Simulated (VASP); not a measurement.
# TaN (P-6m2) in VASP: notebook

TaN is run at these levels: r2SCAN; tasks: electric field gradients.

Everything below comes from runs of VASP 6.6.1. Logs are shortened: lines on timing, memory, paths and dates and some standing lists are left out, and cuts for length are marked.

### 1 The cell of the first run

Symmetry: P-6m2, No. 187, hexagonal system. Conventional cell: a = 2.332 Å, b = 2.332 Å, c = 2.288 Å, α = 90.00°, β = 90.00°, γ = 120.00°. Within 2.3 Å of Ta (site symmetry -6m2) lie 6 N at 1.77 Å and 2 Ta at 2.29 Å. Within 2.3 Å of N (site symmetry -6m2) lie 6 Ta at 1.77 Å and 2 N at 2.29 Å.

### 2 Electric field gradients, r2SCAN (volume scaled by 0.5)

The input, POSCAR:

```
TaN
1.0
    2.3318921453      0.0000000000      0.0000000000
   -1.1659460727      2.0194778367      0.0000000000
    0.0000000000      0.0000000000      2.2882386164
Ta N
1 1
Direct
    0.3333333333      0.6666666667      0.5000000000
    0.0000000000      0.0000000000      0.0000000000
```

The input, INCAR.step1:

```
SYSTEM = TaN
PREC = Accurate
ENCUT = 520
ISMEAR = -1
SIGMA = 0.03
LREAL = .False.
LASPH = .True.
NELM = 100
NBANDS = 15
GGA = PE
ALGO = Normal
EDIFF = 1E-4
LWAVE = .True.
LCHARG = .False.
```

The input, INCAR.step2:

```
SYSTEM = TaN
PREC = Accurate
ENCUT = 520
EDIFF = 1E-8
ISMEAR = -1
SIGMA = 0.03
LREAL = .False.
LASPH = .True.
NELM = 100
ALGO = Normal
ISIF = 2
LWAVE = .False.
LCHARG = .False.
METAGGA = R2SCAN
LMIXTAU = .True.
LEFG = .True.
NBANDS = 15
ISTART = 1
```

The input, KPOINTS:

```
regular mesh
0
Gamma
  11 11 10
  0 0 0
```

Potentials or basis: VASP PAW PBE potentials, release 64 (Ta_pv, N).

Started as:

```bash
$ cat potpaw_PBE.64/Ta_pv/POTCAR potpaw_PBE.64/N/POTCAR > POTCAR
$ cp INCAR.step1 INCAR
$ mpirun -np 1 vasp_std > vasp.out
$ cp INCAR.step2 INCAR
$ mpirun -np 1 vasp_std > vasp.out
```

OUTCAR:

```text
SYSTEM = TaN
   PREC = Accurate
   ENCUT = 520
   EDIFF = 1E-8
   ISMEAR = -1
   LREAL = .False.
   LASPH = .True.
   NELM = 100
   ISIF = 2
   METAGGA = R2SCAN
   ISTART = 1

 ion  position               nearest neighbor table
   1  0.333  0.667  0.500-   2 1.77   2 1.77   2 1.77   2 1.77   2 1.77   2 1.77
   2  0.000  0.000  0.000-   1 1.77   1 1.77   1 1.77   1 1.77   1 1.77   1 1.77

  LATTYP: Found a hexagonal cell.
 ALAT       =     2.3318921453
 C/A-ratio  =     0.9812797822

  Lattice vectors:

 A1 = (   2.3318921453,   0.0000000000,   0.0000000000)
 A2 = (  -1.1659460727,   2.0194778367,   0.0000000000)
 A3 = (   0.0000000000,   0.0000000000,   2.2882386164)

Analysis of symmetry for initial positions (statically):
=====================================================================
 Subroutine PRICEL returns:
 Original cell was already a primitive cell.

 Routine SETGRP: Setting up the symmetry group for a
 hexagonal supercell.

 Subroutine GETGRP returns: Found 12 space group operations
 (whereof 12 operations were pure point group operations)
 out of a pool of 24 trial point group operations.

The static configuration has the point symmetry D_3h.

Analysis of symmetry for dynamics (positions and initial velocities):
=====================================================================
 Subroutine PRICEL returns:
 Original cell was already a primitive cell.

 Routine SETGRP: Setting up the symmetry group for a
 hexagonal supercell.

 Subroutine GETGRP returns: Found 12 space group operations
 (whereof 12 operations were pure point group operations)
 out of a pool of 24 trial point group operations.

The dynamic configuration has the point symmetry D_3h.

 Subroutine INISYM returns: Found 12 space group operations
 (whereof 12 operations are pure point group operations),
 and found     1 'primitive' translations

----------------------------------------------------------------------------------------

                                     Primitive cell

  volume of cell :      10.7758

  direct lattice vectors                    reciprocal lattice vectors
     2.331892145  0.000000000  0.000000000     0.428836300  0.247588753  0.000000000
    -1.165946073  2.019477837  0.000000000     0.000000000  0.495177507  0.000000000
     0.000000000  0.000000000  2.288238616     0.000000000  0.000000000  0.437017360

  length of vectors
     2.331892145  2.331892145  2.288238616     0.495177507  0.495177507  0.437017360

  position of ions in fractional coordinates (direct lattice)
     0.333333333  0.666666667  0.500000000
     0.000000000  0.000000000  0.000000000

  ion indices of the primitive-cell ions
   primitive index   ion index
                 1           1
                 2           2

----------------------------------------------------------------------------------------

 KPOINTS: regular mesh

Automatic generation of k-mesh.
 Grid dimensions read from file:
 generate k-points for:   11   11   10

 Generating k-lattice:

  Cartesian coordinates                     Fractional coordinates (reciprocal lattice)
     0.038985118  0.022508068  0.000000000     0.090909091 -0.000000000  0.000000000
     0.000000000  0.045016137  0.000000000     0.000000000  0.090909091  0.000000000
     0.000000000  0.000000000  0.043701736     0.000000000  0.000000000  0.100000000

  Length of vectors
     0.045016137  0.045016137  0.043701736

  Shift w.r.t. Gamma in fractional coordinates (k-lattice)
     0.000000000  0.000000000  0.000000000

 Subroutine IBZKPT returns following result:
 ===========================================

 Found     96 irreducible k-points:

 Following reciprocal coordinates:
            Coordinates               Weight
  0.000000  0.000000  0.000000      1.000000
  0.090909 -0.000000  0.000000      6.000000
[... 31 lines left out ...]
 SYSTEM =  TaN
   PREC   = accura    normal or accurate (medium, high low for compatibility)
   ISTART =      1    job   : 0-new  1-cont  2-samecut
   ICHARG =      0    charge: 1-file 2-atom 10-const
   ISPIN  =      1    spin polarized calculation?
   LNONCOLLINEAR =      F non collinear calculations
   LSORBIT =      F    spin-orbit coupling
   LASPH  =      T    aspherical Exc in radial PAW
   ENCUT  =  520.0 eV  38.22 Ry    6.18 a.u.   4.34  4.34  4.25*2*pi/ulx,y,z
   NELM   =    100;   NELMIN=  2; NELMDL=  0     # of ELM steps
   EDIFF  = 0.1E-07   stopping-criterion for ELM
   LREAL  =      F    real-space projection
   EDIFFG = 0.1E-06   stopping-criterion for IOM
   NSW    =      0    number of steps for IOM
   IBRION =     -1    ionic relax: 0-MD 1-quasi-New 2-CG
   NFREE  =      0    steps in history (QN), initial steepest desc. (CG)
   ISIF   =      2    stress and relaxation
   ISYM   =      2    0-nonsym 1-usesym 2-fastsym
   POTIM  = 0.5000    time-step for ionic-motion
   TEBEG  =    0.0;   TEEND  =   0.0 temperature during run
   PSTRESS=    0.0 pullay stress
   NELECT =      16.0000    total number of electrons
   NUPDOWN=      -1.0000    fix difference up-down
   EMIN   =  10.00;   EMAX   =-10.00  energy-range for DOS
   EFERMI =   0.00;   METHOD = LEGACY
   ISMEAR =    -1;   SIGMA  =   0.03  broadening in eV -4-tet -1-fermi 0-gaus
   EFERMI_NEDOS =   21; number of points for ismear=-14 and -15
   IALGO  =     38    algorithm
   IMIX   =      4    mixing-type and parameters
     AMIX     =   0.40;   BMIX     =  1.00
     AMIX_MAG =   1.60;   BMIX_MAG =  1.00
  volume/ion in A,a.u.               =       5.39        36.36
  Fermi-wavevector in a.u.,A,eV,Ry     =   1.867663  3.529371 47.459372  3.488165
  Thomas-Fermi vector in A             =   2.914091
   LORBIT       =      0    0 simple, 1 ext, 2 COOP (PROOUT), +10 PAW based schemes
   METAGGA = R2SCAN    functional components
   LHFCALC =     F    Hartree Fock is set to
   AEXX    =    0.0000 exact exchange contribution
   IVDW    =     0    specifies the selected vdW correction
   LEPSILON=     F    determine dielectric tensor
   LRPA    =     F    only Hartree local field effects (RPA)
 non-spin polarized calculation
  energy-cutoff  :      520.00
  volume of cell :       10.78
 maximum number of plane-waves:       315
 NGX is ok and might be reduce to    18
   NGX =  9   NGY =  9   NGZ =  9

 number of electron      15.9999998 magnetization

 Free energy of the ion-electron system (eV)
  ---------------------------------------------------
  ext. energy  EPLUGINS =         0.00000000
  ---------------------------------------------------
  free energy    TOTEN  =       -40.53496841 eV

  energy without entropy =      -40.53395131  energy(sigma->0) =      -40.53445986

 E-fermi :  18.8914     XC(G=0): -19.2390

 val. band max:       18.8414881349   @ k =   0.1818  -0.0000   0.3000
 cond. band min:      19.0544311343   @ k =   0.1818  -0.0000   0.5000
 fundamental gap:      0.2129429995
 Fermi energy:        18.8914203484

 k-point     1 :       0.0000    0.0000    0.0000
  band No.  band energies     occupation
      1     -17.8063      2.00000
      2     -16.2453      2.00000
      3     -16.2453      2.00000
      4      -6.3861      2.00000
      5       7.7271      2.00000
      6       8.0501      2.00000
      7       8.0501      2.00000
      8      14.9235      2.00000
      9      24.5090      0.00000
     10      25.6404      0.00000
     11      25.6404      0.00000
     12      26.8836      0.00000
     13      26.8836      0.00000
     14      31.5787      0.00000
[... 401 lines left out ...]
      2     -17.9820      2.00000
      3     -17.3940      2.00000
      4      -2.4028      2.00000
      5       5.8337      2.00000
      6       9.2195      2.00000
      7      10.9876      2.00000
      8      12.2424      2.00000
      9      20.8781      0.00000
     10      23.3643      0.00000
     11      28.2527      0.00000
     12      29.4739      0.00000
     13      31.5604      0.00000
     14      33.3066      0.00000
     15      37.8269      0.00000

 [... further k-points ...]

------------------------ aborting loop because EDIFF is reached ----------------------------------------

  FORCE on cell =-STRESS in cart. coord.  units (eV):
  Direction    XX          YY          ZZ          XY          YZ          ZX
  --------------------------------------------------------------------------------------
  -------------------------------------------------------------------------------------
  Total       68.1189771     68.1189771     76.4393171     -0.0000000      0.0000000     -0.0000000
  in kB    10128.1433319  10128.1433318  11365.2375976     -0.0000003      0.0000000     -0.0000000
  external PRESSURE =   10540.5080871 kB  Pullay stress =       0.0000000 kB

 VOLUME and BASIS-vectors are now :
 -----------------------------------------------------------------------------
  energy-cutoff  :      520.00
  volume of cell :       10.78
      direct lattice vectors                 reciprocal lattice vectors
     2.331892145  0.000000000  0.000000000     0.428836300  0.247588753  0.000000000
    -1.165946073  2.019477837  0.000000000     0.000000000  0.495177507  0.000000000
     0.000000000  0.000000000  2.288238616     0.000000000  0.000000000  0.437017360

 POSITION                                       TOTAL-FORCE (eV/Angst)
 -----------------------------------------------------------------------------------
     -0.00000      1.34632      1.14412         0.000000     -0.000000      0.000000
      0.00000      0.00000      0.00000         0.000000      0.000000      0.000000
 -----------------------------------------------------------------------------------
    total drift:                               -0.000000      0.000000     -0.000000

  FREE ENERGIE OF THE ION-ELECTRON SYSTEM (eV)
  ---------------------------------------------------
  free  energy   TOTEN  =       -40.5349684076 eV

  energy  without entropy=      -40.5339513146  energy(sigma->0) =      -40.53445986

 Electric field gradients (V/A^2)
---------------------------------------------------------------------
 ion       V_xx      V_yy      V_zz      V_xy      V_xz      V_yz
---------------------------------------------------------------------
   1     252.684   252.684  -505.368    -0.000     0.000    -0.000
   2      -0.007    -0.007     0.013    -0.000     0.000     0.000
---------------------------------------------------------------------

 Electric field gradients after diagonalization (V/A^2)
 (convention: |V_zz| > |V_xx| > |V_yy|)
----------------------------------------------------------------------
 ion       V_xx      V_yy      V_zz     asymmetry (V_yy - V_xx)/ V_zz
----------------------------------------------------------------------
   1     252.685   252.684  -505.368       0.000
   2      -0.007    -0.007     0.013       0.012
----------------------------------------------------------------------

           NMR quadrupolar parameters

 Cq : quadrupolar parameter    Cq=e*Q*V_zz/h
 eta: asymmetry parameters     (V_yy - V_xx)/ V_zz
 Q  : nuclear electric quadrupole moment in mb (millibarn)
----------------------------------------------------------------------
 ion       Cq(MHz)       eta       Q (mb)
----------------------------------------------------------------------
   1      -1.222       0.000       1.000
   2       0.000       0.012       1.000
----------------------------------------------------------------------
```

It took 2.5 min on 1 thread of Intel Xeon 8259CL, shared host; peak memory 0.14 GiB.

The run converged, but its numbers aren't listed here, since they failed a check.

Caveat: without QUAD_EFG the Cq values of the log hold for a quadrupole moment of 1 mb, not for the nuclei; the PAW data sets were made with another functional, which shifts forces and pressure a little; spin-orbit coupling is left out, which moves the levels of the heavy elements.

[end of part 1 of 3]
